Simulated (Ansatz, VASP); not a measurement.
**SiC in VASP and in Ansatz**

```
CELL_PARAMETERS angstrom
3.05505 0.00000 0.00000
-1.52753 2.64575 0.00000
0.00000 0.00000 10.00306
ATOMIC_POSITIONS crystal
Si 0.00000 0.00000 0.18789
Si 0.00000 0.00000 0.68789
Si 0.33333 0.66667 0.43784
Si 0.66667 0.33333 0.93784
C 0.00000 0.00000 0.00046
C 0.00000 0.00000 0.50046
C 0.33333 0.66667 0.24980
C 0.66667 0.33333 0.74980
```

Alike in both runs: task single point; functional LDA; k mesh 10 × 10 × 3; occupations fermi-dirac, width 0.05 eV; no spin polarisation.

|  | VASP | Ansatz |
| --- | --- | --- |
| version | VASP 6.6.1 | Ansatz 0.2.0 |
| potentials or method | VASP PAW LDA potentials, release 64 (Si, C) | PseudoDojo standard (LDA files) |
| plane-wave cutoff (eV) | 520 | 1116 |
| valence electrons in the cell | 32 | 32 |

|  | VASP | Ansatz | Ansatz less VASP |
| --- | --- | --- | --- |
| gap on the k mesh at the Fermi level (eV) | 2.17 | 2.20 | +0.023 |
| least direct gap on the mesh (eV) | 3.30 | 3.33 | +0.028 |

LDA's correlation is that of Perdew and Zunger in VASP and of Perdew and Wang (1992) in Ansatz.

Noted on Ansatz's run: odd divisions of the mesh miss points on the zone boundary, where band edges often lie, so the gap on the mesh can be too wide.
